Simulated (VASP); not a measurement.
# GaN (P6_3mc) in VASP: single point with r2SCAN

Aim: the single point of GaN with r2SCAN.

Program: VASP 6.6.1. These are calculated values, not measurements. Logs are shortened: lines on timing, memory, paths and dates and some standing lists are left out, and cuts for length are marked.

### Step 1. The cell of the first run

The structure is hexagonal, space group P6_3mc (No. 186). Conventional cell: a = 3.119 Å, b = 3.119 Å, c = 5.233 Å, α = 90.00°, β = 90.00°, γ = 120.00°. Ga (site symmetry 3m) has 4 N at 1.92 to 1.94 Å within 2.5 Å. N (site symmetry 3m) has 4 Ga at 1.92 to 1.94 Å within 2.5 Å.

### Step 2. Single point, r2SCAN, non-collinear spin, zero start, spin-orbit coupling (epitaxial xy strain -2.0%)

File POSCAR:

```
GaN
1.0
    3.1194863886      0.0000000000      0.0000000000
   -1.5597431943      2.7015544593      0.0000000000
    0.0000000000      0.0000000000      5.2330852249
Ga N
2 2
Direct
    0.3333333333      0.6666666667      0.0016671475
    0.6666666667      0.3333333333      0.5016671475
    0.3333333333      0.6666666667      0.3733328525
    0.6666666667      0.3333333333      0.8733328525
```

File INCAR.step1:

```
SYSTEM = GaN
PREC = Accurate
ENCUT = 520
ISMEAR = 0
SIGMA = 0.01
LREAL = .FALSE.
LASPH = .TRUE.
NELM = 150
MAGMOM = 0 0 0 0 0 0 0 0 0 0 0 0
LSORBIT = .TRUE.
GGA_COMPAT = .FALSE.
NBANDS = 50
GGA = PE
ALGO = Normal
EDIFF = 1E-4
LWAVE = .TRUE.
LCHARG = .FALSE.
```

File INCAR.step2:

```
SYSTEM = GaN
PREC = Accurate
ENCUT = 520
EDIFF = 1E-6
ISMEAR = 0
SIGMA = 0.01
LREAL = .FALSE.
LASPH = .TRUE.
NELM = 150
ALGO = Normal
ISIF = 2
LWAVE = .FALSE.
LCHARG = .FALSE.
MAGMOM = 0 0 0 0 0 0 0 0 0 0 0 0
LORBIT = 11
LSORBIT = .TRUE.
GGA_COMPAT = .FALSE.
LORBMOM = .TRUE.
METAGGA = R2SCAN
LMIXTAU = .TRUE.
NBANDS = 50
ISTART = 1
```

File KPOINTS:

```
Automatic mesh
0
G
  12 12 6
  0 0 0
```

Potentials or basis: VASP PAW PBE potentials, release 64 (Ga_d, N).

Launch:

```sh
cat potpaw_PBE.64/Ga_d/POTCAR potpaw_PBE.64/N/POTCAR > POTCAR
cp INCAR.step1 INCAR
mpirun -np 1 vasp_ncl > vasp.out
cp INCAR.step2 INCAR
mpirun -np 1 vasp_ncl > vasp.out
```

OUTCAR:

```text
SYSTEM = GaN
   PREC = Accurate
   ENCUT = 520
   EDIFF = 1E-6
   ISMEAR = 0
   LREAL = .FALSE.
   LASPH = .TRUE.
   NELM = 150
   ISIF = 2
   LORBIT = 11
   LSORBIT = .TRUE.
   METAGGA = R2SCAN
   ISTART = 1

 ion  position               nearest neighbor table
   1  0.333  0.667  0.002-   4 1.92   4 1.92   4 1.92   3 1.94
   2  0.667  0.333  0.502-   3 1.92   3 1.92   3 1.92   4 1.94
   3  0.333  0.667  0.373-   2 1.92   2 1.92   2 1.92   1 1.94
   4  0.667  0.333  0.873-   1 1.92   1 1.92   1 1.92   2 1.94

  LATTYP: Found a hexagonal cell.
 ALAT       =     3.1194863886
 C/A-ratio  =     1.6775470616

  Lattice vectors:

 A1 = (   3.1194863886,   0.0000000000,   0.0000000000)
 A2 = (  -1.5597431943,   2.7015544593,   0.0000000000)
 A3 = (   0.0000000000,   0.0000000000,   5.2330852249)

Analysis of symmetry for initial positions (statically):
=====================================================================
 Subroutine PRICEL returns:
 Original cell was already a primitive cell.

 Routine SETGRP: Setting up the symmetry group for a
 hexagonal supercell.

 Subroutine GETGRP returns: Found 12 space group operations
 (whereof  6 operations were pure point group operations)
 out of a pool of 24 trial point group operations.

The static configuration has the point symmetry C_3v.
 The point group associated with its full space group is C_6v.

Analysis of symmetry for dynamics (positions and initial velocities):
=====================================================================
 Subroutine PRICEL returns:
 Original cell was already a primitive cell.

 Routine SETGRP: Setting up the symmetry group for a
 hexagonal supercell.

 Subroutine GETGRP returns: Found 12 space group operations
 (whereof  6 operations were pure point group operations)
 out of a pool of 24 trial point group operations.

The dynamic configuration has the point symmetry C_3v.
 The point group associated with its full space group is C_6v.

Analysis of structural, dynamic, and magnetic symmetry:
=====================================================================
 Subroutine PRICEL returns:
 Original cell was already a primitive cell.

 Routine SETGRP: Setting up the symmetry group for a
 hexagonal supercell.

 Subroutine GETGRP returns: Found 12 space group operations
 (whereof  6 operations were pure point group operations)
 out of a pool of 24 trial point group operations.

The overall configuration has the point symmetry C_3v.
 The point group associated with its full space group is C_6v.

 Subroutine INISYM returns: Found 12 space group operations
 (whereof  6 operations are pure point group operations),
 and found     1 'primitive' translations

----------------------------------------------------------------------------------------

                                     Primitive cell

  volume of cell :      44.1016

  direct lattice vectors                    reciprocal lattice vectors
     3.119486389  0.000000000  0.000000000     0.320565592  0.185078631  0.000000000
    -1.559743194  2.701554459  0.000000000     0.000000000  0.370157261  0.000000000
     0.000000000  0.000000000  5.233085225     0.000000000  0.000000000  0.191091862

  length of vectors
     3.119486389  3.119486389  5.233085225     0.370157261  0.370157261  0.191091862

  position of ions in fractional coordinates (direct lattice)
     0.333333333  0.666666667  0.001667148
     0.666666667  0.333333333  0.501667148
     0.333333333  0.666666667  0.373332852
     0.666666667  0.333333333  0.873332852

  ion indices of the primitive-cell ions
   primitive index   ion index
                 1           1
                 2           2
                 3           3
                 4           4

[... 114 lines left out ...]
 Free energy of the ion-electron system (eV)
  ---------------------------------------------------
  ext. energy  EPLUGINS =         0.00000000
  ---------------------------------------------------
  free energy    TOTEN  =       -43.76670492 eV

  energy without entropy =      -43.76670492  energy(sigma->0) =      -43.76670492

 E-fermi :   5.5627     XC(G=0): -12.8501

 val. band max:        5.5151311656   @ k =   0.0000   0.0000   0.0000
 cond. band min:       7.9261914221   @ k =   0.0000   0.0000   0.0000
 fundamental gap:      2.4110602565
 Fermi energy:         5.5627332025

 k-point     1 :       0.0000    0.0000    0.0000
  band No.  band energies     occupation
      1     -11.6396      1.00000
      2     -11.6396      1.00000
      3     -10.5686      1.00000
      4     -10.5686      1.00000
      5      -8.5983      1.00000
      6      -8.5983      1.00000
[... 1213 lines left out ...]
     47      17.1228      0.00000
     48      17.1235      0.00000

 [... further k-points ...]

 [bands above 48 left out]

------------------------ aborting loop because EDIFF is reached ----------------------------------------

  FORCE on cell =-STRESS in cart. coord.  units (eV):
  Direction    XX          YY          ZZ          XY          YZ          ZX
  --------------------------------------------------------------------------------------
  -------------------------------------------------------------------------------------
  Total        2.9878509      2.9878509      0.2934065      0.0000000      0.0000000     -0.0000000
  in kB      108.5462623    108.5462623     10.6592249      0.0000000      0.0000000     -0.0000000
  external PRESSURE =      75.9172498 kB  Pullay stress =       0.0000000 kB

 VOLUME and BASIS-vectors are now :
 -----------------------------------------------------------------------------
  energy-cutoff  :      520.00
  volume of cell :       44.10
      direct lattice vectors                 reciprocal lattice vectors
     3.119486389  0.000000000  0.000000000     0.320565592  0.185078631  0.000000000
    -1.559743194  2.701554459  0.000000000     0.000000000  0.370157261  0.000000000
     0.000000000  0.000000000  5.233085225     0.000000000  0.000000000  0.191091862

 POSITION                                       TOTAL-FORCE (eV/Angst)
 -----------------------------------------------------------------------------------
     -0.00000      1.80104      0.00872         0.000000      0.000000      0.017426
      1.55974      0.90052      2.62527        -0.000000     -0.000000      0.017426
     -0.00000      1.80104      1.95368         0.000000     -0.000000     -0.017426
      1.55974      0.90052      4.57023         0.000000     -0.000000     -0.017426
 -----------------------------------------------------------------------------------
    total drift:                               -0.000000      0.000000      0.045109

  FREE ENERGIE OF THE ION-ELECTRON SYSTEM (eV)
  ---------------------------------------------------
  free  energy   TOTEN  =       -43.7667049213 eV

  energy  without entropy=      -43.7667049213  energy(sigma->0) =      -43.76670492

 orbital moment (x)

 # of ion     p       d       tot
 ----------------------------------------
  1         0.000  -0.000  -0.000
  2        -0.000   0.000   0.000
  3         0.000   0.000   0.000
  4        -0.000   0.000  -0.000
 ----------------------------------------
           -0.000  -0.000  -0.000

 orbital moment (y)

 # of ion     p       d       tot
 ----------------------------------------
  1        -0.000   0.000  -0.000
  2         0.000   0.000   0.000
  3         0.000   0.000   0.000
  4        -0.000   0.000  -0.000
 ----------------------------------------
            0.000   0.000   0.000

 orbital moment (z)

 # of ion     p       d       tot
 ----------------------------------------
  1         0.000   0.000   0.000
  2         0.000   0.000   0.000
  3         0.000   0.000   0.000
  4         0.000   0.000   0.000
 ----------------------------------------
            0.000   0.000   0.000

 Spin-Orbit-Coupling matrix elements

 Ion:    1  E_soc:     -0.0104087
 l=   1
     0.0000000    -0.0009374    -0.0009508
    -0.0009374     0.0000000    -0.0009374
    -0.0009508    -0.0009374     0.0000000
 l=   2
     0.0000000    -0.0001570     0.0000000    -0.0001570    -0.0006390
    -0.0001570     0.0000000    -0.0004792    -0.0001536    -0.0001570
     0.0000000    -0.0004792     0.0000000    -0.0004792     0.0000000
    -0.0001570    -0.0001536    -0.0004792     0.0000000    -0.0001570
    -0.0006390    -0.0001570     0.0000000    -0.0001570     0.0000000
 l=   3
     0.0000000     0.0000000     0.0000000     0.0000000     0.0000000     0.0000000     0.0000000
     0.0000000     0.0000000     0.0000000     0.0000000     0.0000000     0.0000000     0.0000000
     0.0000000     0.0000000     0.0000000     0.0000000     0.0000000     0.0000000     0.0000000
     0.0000000     0.0000000     0.0000000     0.0000000     0.0000000     0.0000000     0.0000000
[... 49 lines left out ...]
 l=   2
     0.0000000     0.0000000     0.0000000     0.0000000     0.0000000
     0.0000000     0.0000000     0.0000000     0.0000000     0.0000000
     0.0000000     0.0000000     0.0000000     0.0000000     0.0000000
     0.0000000     0.0000000     0.0000000     0.0000000     0.0000000
     0.0000000     0.0000000     0.0000000     0.0000000     0.0000000
 l=   3
     0.0000000     0.0000000     0.0000000     0.0000000     0.0000000     0.0000000     0.0000000
     0.0000000     0.0000000     0.0000000     0.0000000     0.0000000     0.0000000     0.0000000
     0.0000000     0.0000000     0.0000000     0.0000000     0.0000000     0.0000000     0.0000000
     0.0000000     0.0000000     0.0000000     0.0000000     0.0000000     0.0000000     0.0000000
     0.0000000     0.0000000     0.0000000     0.0000000     0.0000000     0.0000000     0.0000000
     0.0000000     0.0000000     0.0000000     0.0000000     0.0000000     0.0000000     0.0000000
     0.0000000     0.0000000     0.0000000     0.0000000     0.0000000     0.0000000     0.0000000

 total charge

# of ion       s       p       d       tot
------------------------------------------
    1        0.762   0.921  10.214  11.897
    2        0.762   0.921  10.214  11.897
    3        1.232   2.573   0.000   3.805
    4        1.232   2.573   0.000   3.805
--------------------------------------------------
tot          3.988   6.987  20.428  31.403

 magnetization (x)

# of ion       s       p       d       tot
------------------------------------------
    1       -0.000  -0.000  -0.000  -0.000
    2        0.000   0.000   0.000   0.000
    3       -0.000   0.000   0.000   0.000
    4        0.000  -0.000   0.000  -0.000
--------------------------------------------------
tot         -0.000   0.000  -0.000   0.000

 magnetization (y)

# of ion       s       p       d       tot
------------------------------------------
    1        0.000   0.000   0.000   0.000
    2        0.000   0.000   0.000   0.000
    3        0.000   0.000   0.000   0.000
    4        0.000   0.000   0.000   0.000
--------------------------------------------------
tot          0.000   0.000   0.000   0.000

 magnetization (z)

# of ion       s       p       d       tot
------------------------------------------
    1        0.000   0.000   0.000   0.000
    2       -0.000  -0.000   0.000  -0.000
    3        0.000  -0.000   0.000  -0.000
    4        0.000  -0.000   0.000  -0.000
--------------------------------------------------
tot          0.000  -0.000   0.000  -0.000
```

It took 40 min on 1 thread of Oxide Virtual Turin-like, shared host; peak memory 0.49 GiB.

Results:

- Free energy: -43.7667 eV
- Pressure: 7.6 GPa
- Largest force: 0.017 eV/Å
- Net moment: 0.00 μB per cell
- Valence electrons inside the program's atomic spheres: Ga 11.90; N 3.81

Forces in eV/Å, atoms in the order of the input:
```
Ga   0.000  0.000  0.017
Ga   0.000  0.000  0.017
N    0.000  0.000 -0.017
N    0.000  0.000 -0.017
```

Moments on the atoms (μB; x, y, z):
```
Ga  0.00 0.00 0.00
Ga  0.00 0.00 0.00
N   0.00 0.00 0.00
N   0.00 0.00 0.00
```

Caveat: the cell differs from its parent crystal (epitaxial xy strain -2.0%); the stress differs along the axes, from 1 to 11 GPa; the PAW data sets were made with another functional, which shifts forces and pressure a little.
